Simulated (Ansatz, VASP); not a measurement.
**Os in VASP and in Ansatz**

```
Os
1.0
    -1.54589    1.54589    1.54589
     1.54589   -1.54589    1.54589
     1.54589    1.54589   -1.54589
Os
1
Direct
  0.00000 0.00000 0.00000
```

Alike in both runs: task single point; functional PBE; k mesh 10 × 10 × 10; occupations gaussian, width 0.05 eV; no spin polarisation.

```csv
,VASP,Ansatz
version,VASP 6.6.1,Ansatz 0.2.0
potentials or method,"VASP PAW PBE potentials, release 64 (Os), cutoff 600 eV","scalar-relativistic, plane waves, PAW"
valence electrons in the cell,8,16
```

Ansatz gave:

- gap on the k mesh at the Fermi level (eV): none
- pressure (GPa): -0.2

Q: What did VASP give for the same quantities?

A: gap on the k mesh at the Fermi level (eV): none; pressure (GPa): 0.0.

A gap of «none» marks a metal or a gap that the smearing closes. VASP's potentials hold 8 valence electrons a cell and Ansatz's 16, so a difference there can come from the potentials and not from the codes.

Neither program's run includes spin-orbit coupling.
